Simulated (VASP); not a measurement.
# KTaO3 (P4/mmm) in VASP: notebook

The runs below take KTaO3 through single point, with r2SCAN.

Everything below comes from runs of VASP 6.6.1. Logs are shortened: lines on timing, memory, paths and dates and some standing lists are left out, and cuts for length are marked.

### 1 The cell of the first run

The structure is tetragonal, space group P4/mmm (No. 123). Conventional cell: a = 3.990 Å, b = 3.990 Å, c = 4.030 Å, α = 90.00°, β = 90.00°, γ = 90.00°. Within 3.7 Å of K (site symmetry 4/mmm) lie 12 O at 2.82 to 2.84 Å and 8 Ta at 3.47 Å. Within 2.6 Å of Ta (site symmetry 4/mmm) lie 6 O at 2.00 to 2.02 Å. Within 2.7 Å of O (site symmetry 4/mmm) lie 2 Ta at 2.02 Å. Within 2.6 Å of O (site symmetry mmm) lie 2 Ta at 2.00 Å.

### 2 Single point, r2SCAN (uniaxial z strain +1.0%)

POSCAR

```
KTaO3
1.0
    3.9901311030      0.0000000000      0.0000000000
    0.0000000000      3.9901311030      0.0000000000
    0.0000000000      0.0000000000      4.0300324140
K Ta O
1 1 3
Direct
    0.0000000000      0.0000000000      0.0000000000
    0.5000000000      0.5000000000      0.5000000000
    0.5000000000      0.5000000000      0.0000000000
    0.5000000000      0.0000000000      0.5000000000
    0.0000000000      0.5000000000      0.5000000000
```

INCAR.step1

```
PREC = Accurate
ENCUT = 520
ISMEAR = 0
SIGMA = 0.01
LREAL = F
LASPH = T
NELM = 60
NBANDS = 27
GGA = PE
ALGO = Normal
EDIFF = 1E-4
LWAVE = T
LCHARG = F
```

INCAR.step2

```
PREC = Accurate
ENCUT = 520
EDIFF = 1E-7
ISMEAR = 0
SIGMA = 0.01
LREAL = F
LASPH = T
NELM = 60
ALGO = Normal
ISIF = 2
LWAVE = F
LCHARG = T
METAGGA = R2SCAN
LMIXTAU = T
LELF = T
LVHAR = T
NBANDS = 27
ISTART = 1
```

KPOINTS

```
Automatic mesh
0
Gamma
  6 6 6
```

Potentials or basis: VASP PAW PBE potentials, release 64 (K_sv, Ta_pv, O).

The run is started by

```sh
cat potpaw_PBE.64/K_sv/POTCAR potpaw_PBE.64/Ta_pv/POTCAR potpaw_PBE.64/O/POTCAR > POTCAR
cp INCAR.step1 INCAR
mpirun -np 1 vasp_std > vasp.out
cp INCAR.step2 INCAR
mpirun -np 1 vasp_std > vasp.out
```

OUTCAR:

```text
PREC = Accurate
   ENCUT = 520
   EDIFF = 1E-7
   ISMEAR = 0
   LREAL = F
   LASPH = T
   NELM = 60
   ISIF = 2
   METAGGA = R2SCAN
   ISTART = 1

 ion  position               nearest neighbor table
   1  0.000  0.000  0.000-   3 2.82   3 2.82   3 2.82   3 2.82   5 2.84   4 2.84   5 2.84   5 2.84
                             5 2.84   4 2.84   4 2.84   4 2.84   2 3.47   2 3.47   2 3.47   2 3.47
   2  0.500  0.500  0.500-   4 2.00   5 2.00   4 2.00   5 2.00   3 2.02   3 2.02   1 3.47   1 3.47
                             1 3.47   1 3.47   1 3.47   1 3.47   1 3.47   1 3.47
   3  0.500  0.500  0.000-   2 2.02   2 2.02   1 2.82   1 2.82   1 2.82   1 2.82
   4  0.500  0.000  0.500-   2 2.00   2 2.00   1 2.84   1 2.84   1 2.84   1 2.84
   5  0.000  0.500  0.500-   2 2.00   2 2.00   1 2.84   1 2.84   1 2.84   1 2.84

  LATTYP: Found a simple tetragonal cell.
 ALAT       =     3.9901311030
 C/A-ratio  =     1.0100000000

  Lattice vectors:

 A1 = (   3.9901311030,   0.0000000000,   0.0000000000)
 A2 = (   0.0000000000,   3.9901311030,   0.0000000000)
 A3 = (   0.0000000000,   0.0000000000,   4.0300324140)

Analysis of symmetry for initial positions (statically):
=====================================================================
 Subroutine PRICEL returns:
 Original cell was already a primitive cell.

 Routine SETGRP: Setting up the symmetry group for a
 simple tetragonal supercell.

 Subroutine GETGRP returns: Found 16 space group operations
 (whereof 16 operations were pure point group operations)
 out of a pool of 16 trial point group operations.

The static configuration has the point symmetry D_4h.

Analysis of symmetry for dynamics (positions and initial velocities):
=====================================================================
 Subroutine PRICEL returns:
 Original cell was already a primitive cell.

 Routine SETGRP: Setting up the symmetry group for a
 simple tetragonal supercell.

 Subroutine GETGRP returns: Found 16 space group operations
 (whereof 16 operations were pure point group operations)
 out of a pool of 16 trial point group operations.

The dynamic configuration has the point symmetry D_4h.

 Subroutine INISYM returns: Found 16 space group operations
 (whereof 16 operations are pure point group operations),
 and found     1 'primitive' translations

----------------------------------------------------------------------------------------

                                     Primitive cell

  volume of cell :      64.1627

  direct lattice vectors                    reciprocal lattice vectors
     3.990131103  0.000000000  0.000000000     0.250618332  0.000000000  0.000000000
     0.000000000  3.990131103  0.000000000     0.000000000  0.250618332  0.000000000
     0.000000000  0.000000000  4.030032414     0.000000000  0.000000000  0.248136962

  length of vectors
     3.990131103  3.990131103  4.030032414     0.250618332  0.250618332  0.248136962

  position of ions in fractional coordinates (direct lattice)
     0.000000000  0.000000000  0.000000000
     0.500000000  0.500000000  0.500000000
     0.500000000  0.500000000  0.000000000
     0.500000000  0.000000000  0.500000000
     0.000000000  0.500000000  0.500000000

  ion indices of the primitive-cell ions
   primitive index   ion index
                 1           1
                 2           2
                 3           3
                 4           4
                 5           5

----------------------------------------------------------------------------------------

 KPOINTS: Automatic mesh

Automatic generation of k-mesh.
 Grid dimensions read from file:
 generate k-points for:    6    6    6

 Generating k-lattice:

  Cartesian coordinates                     Fractional coordinates (reciprocal lattice)
     0.041769722  0.000000000  0.000000000     0.166666667  0.000000000  0.000000000
     0.000000000  0.041769722  0.000000000     0.000000000  0.166666667  0.000000000
     0.000000000  0.000000000  0.041356160     0.000000000  0.000000000  0.166666667

  Length of vectors
     0.041769722  0.041769722  0.041356160

  Shift w.r.t. Gamma in fractional coordinates (k-lattice)
     0.000000000  0.000000000  0.000000000

 Subroutine IBZKPT returns following result:
 ===========================================

 Found     40 irreducible k-points:

 Following reciprocal coordinates:
            Coordinates               Weight
  0.000000  0.000000  0.000000      1.000000
  0.166667  0.000000  0.000000      4.000000
  0.333333  0.000000  0.000000      4.000000
  0.500000  0.000000  0.000000      2.000000
  0.166667  0.166667  0.000000      4.000000
  0.333333  0.166667  0.000000      8.000000
[... 16 lines left out ...]
  0.333333  0.000000  0.333333      8.000000
  0.500000  0.000000  0.333333      4.000000
 [... further k-points ...]
   k-points           NKPTS =     40   k-points in BZ     NKDIM =     40   number of bands    NBANDS=     27
   number of dos      NEDOS =    301   number of ions     NIONS =      5
   total plane-waves  NPLWV =  27000
   dimension x,y,z NGX =    30 NGY =   30 NGZ =   30
   dimension x,y,z NGXF=    60 NGYF=   60 NGZF=   60
   ions per type =               1   1   3
   NGX,Y,Z   is equivalent  to a cutoff of  12.50, 12.50, 12.38 a.u.
   NGXF,Y,Z  is equivalent  to a cutoff of  25.00, 25.00, 24.75 a.u.
 SYSTEM =  unknown system
   PREC   = accura    normal or accurate (medium, high low for compatibility)
   ISTART =      1    job   : 0-new  1-cont  2-samecut
   ICHARG =      0    charge: 1-file 2-atom 10-const
   ISPIN  =      1    spin polarized calculation?
   LNONCOLLINEAR =      F non collinear calculations
   LSORBIT =      F    spin-orbit coupling
   LASPH  =      T    aspherical Exc in radial PAW
   ENCUT  =  520.0 eV  38.22 Ry    6.18 a.u.   7.42  7.42  7.49*2*pi/ulx,y,z
   NELM   =     60;   NELMIN=  2; NELMDL=  0     # of ELM steps
   EDIFF  = 0.1E-06   stopping-criterion for ELM
   LREAL  =      F    real-space projection
   EDIFFG = 0.1E-05   stopping-criterion for IOM
   NSW    =      0    number of steps for IOM
   IBRION =     -1    ionic relax: 0-MD 1-quasi-New 2-CG
   NFREE  =      0    steps in history (QN), initial steepest desc. (CG)
   ISIF   =      2    stress and relaxation
   ISYM   =      2    0-nonsym 1-usesym 2-fastsym
   POTIM  = 0.5000    time-step for ionic-motion
   TEBEG  =    0.0;   TEEND  =   0.0 temperature during run
   PSTRESS=    0.0 pullay stress
   NELECT =      38.0000    total number of electrons
   NUPDOWN=      -1.0000    fix difference up-down
   EMIN   =  10.00;   EMAX   =-10.00  energy-range for DOS
   EFERMI =   0.00;   METHOD = LEGACY
   ISMEAR =     0;   SIGMA  =   0.01  broadening in eV -4-tet -1-fermi 0-gaus
   EFERMI_NEDOS =   21; number of points for ismear=-14 and -15
   IALGO  =     38    algorithm
   IMIX   =      4    mixing-type and parameters
     AMIX     =   0.40;   BMIX     =  1.00
     AMIX_MAG =   1.60;   BMIX_MAG =  1.00
  volume/ion in A,a.u.               =      12.83        86.60
  Fermi-wavevector in a.u.,A,eV,Ry     =   1.374807  2.598009 25.716295  1.890094
  Thomas-Fermi vector in A             =   2.500200
   LORBIT       =      0    0 simple, 1 ext, 2 COOP (PROOUT), +10 PAW based schemes
   METAGGA = R2SCAN    functional components
   LHFCALC =     F    Hartree Fock is set to
   AEXX    =    0.0000 exact exchange contribution
   IVDW    =     0    specifies the selected vdW correction
   LEPSILON=     F    determine dielectric tensor
   LRPA    =     F    only Hartree local field effects (RPA)
 non-spin polarized calculation
 Gauss-broadening in eV      SIGMA  =   0.01
  energy-cutoff  :      520.00
  volume of cell :       64.16
 maximum number of plane-waves:      1751
 NGX is ok and might be reduce to    30
   NGX = 15   NGY = 15   NGZ = 15

 number of electron      37.9999978 magnetization

 Free energy of the ion-electron system (eV)
  ---------------------------------------------------
  ext. energy  EPLUGINS =         0.00000000
  ---------------------------------------------------
  free energy    TOTEN  =       -87.15799757 eV

  energy without entropy =      -87.15799757  energy(sigma->0) =      -87.15799757

 E-fermi :   1.4037     XC(G=0): -11.4936

 val. band max:        1.3488489693   @ k =   0.5000   0.5000   0.5000
 cond. band min:       3.9068480379   @ k =   0.0000   0.0000   0.0000
 fundamental gap:      2.5579990686
 Fermi energy:         1.4037096133

 k-point     1 :       0.0000    0.0000    0.0000
  band No.  band energies     occupation
      1     -33.9973      2.00000
      2     -33.9973      2.00000
      3     -33.9829      2.00000
      4     -27.1158      2.00000
      5     -17.1761      2.00000
      6     -16.5536      2.00000
[... 19 lines left out ...]
     26       9.9490      0.00000
     27      10.0039      0.00000

 k-point     2 :       0.1667    0.0000    0.0000
  band No.  band energies     occupation
      1     -34.0224      2.00000
      2     -33.9964      2.00000
      3     -33.9820      2.00000
      4     -27.1092      2.00000
      5     -17.0935      2.00000
      6     -16.4747      2.00000
[... 19 lines left out ...]
     26      10.3307      0.00000
     27      10.3917      0.00000

 k-point     3 :       0.3333    0.0000    0.0000
  band No.  band energies     occupation
      1     -34.0721      2.00000
      2     -33.9947      2.00000
      3     -33.9803      2.00000
      4     -27.0962      2.00000
      5     -17.0420      2.00000
      6     -16.4510      2.00000
[... 19 lines left out ...]
     26      11.0925      0.00000
     27      11.9074      0.00000

 k-point     4 :       0.5000    0.0000    0.0000
  band No.  band energies     occupation
      1     -34.0967      2.00000
      2     -33.9938      2.00000
      3     -33.9794      2.00000
      4     -27.0896      2.00000
      5     -17.0436      2.00000
      6     -16.4453      2.00000
[... 19 lines left out ...]
     26      11.4970      0.00000
     27      12.5413      0.00000
[... 516 lines left out ...]
      4     -27.0932      2.00000
      5     -16.9776      2.00000
      6     -16.4069      2.00000
[... 19 lines left out ...]
     26      11.3020      0.00000
     27      11.9719      0.00000

 k-point    23 :       0.3333    0.0000    0.3333
  band No.  band energies     occupation
      1     -34.0693      2.00000
      2     -34.0454      2.00000
      3     -33.9925      2.00000
      4     -27.0847      2.00000
      5     -16.8449      2.00000
      6     -15.9703      2.00000
[... 19 lines left out ...]
     26      12.3158      0.00000
     27      12.9969      0.00000

 k-point    24 :       0.5000    0.0000    0.3333
  band No.  band energies     occupation
      1     -34.0937      2.00000
      2     -34.0444      2.00000
      3     -33.9916      2.00000
      4     -27.0804      2.00000
      5     -16.8136      2.00000
      6     -15.8809      2.00000
[... 19 lines left out ...]
     26      12.3654      0.00000
     27      12.7352      0.00000

 [... further k-points ...]
[... 5 lines left out ...]
  --------------------------------------------------------------------------------------
  -------------------------------------------------------------------------------------
  Total        0.0356945      0.0356945     -1.4182223      0.0000000     -0.0000000      0.0000000
  in kB        0.8913102      0.8913102    -35.4137595      0.0000000     -0.0000000      0.0000000
  external PRESSURE =     -11.2103797 kB  Pullay stress =       0.0000000 kB

 VOLUME and BASIS-vectors are now :
 -----------------------------------------------------------------------------
  energy-cutoff  :      520.00
  volume of cell :       64.16
      direct lattice vectors                 reciprocal lattice vectors
     3.990131103  0.000000000  0.000000000     0.250618332  0.000000000  0.000000000
     0.000000000  3.990131103  0.000000000     0.000000000  0.250618332  0.000000000
     0.000000000  0.000000000  4.030032414     0.000000000  0.000000000  0.248136962

 POSITION                                       TOTAL-FORCE (eV/Angst)
 -----------------------------------------------------------------------------------
      0.00000      0.00000      0.00000         0.000000      0.000000      0.000000
      1.99507      1.99507      2.01502         0.000000      0.000000      0.000000
      1.99507      1.99507      0.00000         0.000000      0.000000      0.000000
      1.99507      0.00000      2.01502         0.000000      0.000000      0.000000
      0.00000      1.99507      2.01502         0.000000      0.000000      0.000000
 -----------------------------------------------------------------------------------
    total drift:                                0.000000      0.000000     -0.000000

  FREE ENERGIE OF THE ION-ELECTRON SYSTEM (eV)
  ---------------------------------------------------
  free  energy   TOTEN  =       -87.1579975707 eV

  energy  without entropy=      -87.1579975707  energy(sigma->0) =      -87.15799757
```

It took 2.3 min on 1 thread of Intel Xeon 6975P-C (Granite Rapids), shared host; peak memory 0.21 GiB.

Results:

```
Free energy            : -87.1580 eV
Pressure               : -1.1 GPa
Band gap on the k mesh : 2.56 eV, indirect (least direct gap 3.21 eV)
```

Caveat: the cell differs from its parent crystal (uniaxial z strain +1.0%); the PAW data sets were made with another functional, which shifts forces and pressure a little; spin-orbit coupling is left out, which moves the levels of the heavy elements. A k mesh can miss the band edges.

### 3 Single point, r2SCAN (uniaxial z strain +2.0%)

POSCAR: that of step 2 with these lines changed.

```diff
@@ -4,3 +4,3 @@
     0.0000000000      3.9901311030      0.0000000000
-    0.0000000000      0.0000000000      4.0300324140
+    0.0000000000      0.0000000000      4.0699337251
 K Ta O
```

INCAR.step1

```
SYSTEM = KTaO3
ALGO     = Normal         ! electronic algorithm
EDIFF    = 1E-4           ! SCF threshold, eV
ENCUT    = 520            ! plane-wave cutoff, eV
GGA      = PE             ! functional
ISMEAR   = 0              ! smearing method
LASPH    = .True.         ! aspherical terms in the spheres
LCHARG   = .False.        ! write CHGCAR
LREAL    = .False.        ! projectors in reciprocal space
LWAVE    = .True.         ! write WAVECAR
NBANDS   = 27             ! bands
NELM     = 100            ! most SCF steps
PREC     = Accurate       ! precision mode
SIGMA    = 0.01           ! smearing width, eV
```

INCAR.step2

```
SYSTEM = KTaO3
ALGO     = Normal         ! electronic algorithm
EDIFF    = 1E-6           ! SCF threshold, eV
ENCUT    = 520            ! plane-wave cutoff, eV
ISIF     = 2              ! what is computed and relaxed
ISMEAR   = 0              ! smearing method
ISTART   = 1            
LASPH    = .True.         ! aspherical terms in the spheres
LCHARG   = .False.        ! write CHGCAR
LMIXTAU  = .True.       
LREAL    = .False.        ! projectors in reciprocal space
LWAVE    = .False.        ! write WAVECAR
METAGGA  = R2SCAN         ! meta-GGA
NBANDS   = 27             ! bands
NELM     = 100            ! most SCF steps
PREC     = Accurate       ! precision mode
SIGMA    = 0.01           ! smearing width, eV
```

KPOINTS

```
k-points
0
Gamma
  6 6 6
  0 0 0
```

Potentials or basis: VASP PAW PBE potentials, release 64 (K_sv, Ta_pv, O).

The run is started by

```sh
cat potpaw_PBE.64/K_sv/POTCAR potpaw_PBE.64/Ta_pv/POTCAR potpaw_PBE.64/O/POTCAR > POTCAR
cp INCAR.step1 INCAR
mpirun -np 1 vasp_std > vasp.out
cp INCAR.step2 INCAR
mpirun -np 1 vasp_std > vasp.out
```

Wall time 3 min (1 thread of Intel Xeon 6975P-C (Granite Rapids), shared host); peak memory 0.21 GiB.

The run converged. Its results:

```
Free energy            : -87.1368 eV
Pressure               : -3.0 GPa
Band gap on the k mesh : 2.52 eV, indirect (least direct gap 3.18 eV)
```

Stress tensor (GPa, compression positive):
```
-0.70  0.00  0.00
 0.00 -0.70  0.00
 0.00  0.00 -7.54
```

Levels at points of the mesh, in eV from the valence-band top:
| k point | band 16 | band 17 | band 18 | band 19 | band 20 | band 21 | band 22 | band 23 |
| --- | --- | --- | --- | --- | --- | --- | --- | --- |
| (0.00, 0.00, 0.00) | -1.04 | -0.68 | -0.66 | -0.66 | 2.52 | 2.52 | 2.55 | 6.59 |
| (0.50, 0.00, 0.00) | -2.10 | -1.47 | -0.90 | -0.85 | 2.67 | 5.36 | 5.36 | 6.73 |
| (0.50, 0.50, 0.00) | -1.76 | -1.31 | -1.31 | -0.07 | 5.40 | 5.40 | 6.71 | 7.50 |
| (0.00, 0.00, 0.50) | -2.19 | -1.54 | -0.93 | -0.93 | 2.68 | 5.10 | 5.10 | 6.99 |
| (0.50, 0.00, 0.50) | -1.80 | -1.53 | -1.52 | -0.04 | 5.14 | 5.39 | 6.53 | 7.97 |
| (0.50, 0.50, 0.50) | -3.84 | -0.04 | 0.00 | 0.00 | 6.65 | 6.65 | 6.82 | 9.54 |

Caveat: the cell differs from its parent crystal (uniaxial z strain +2.0%); the PAW data sets were made with another functional, which shifts forces and pressure a little; spin-orbit coupling is left out, which moves the levels of the heavy elements.
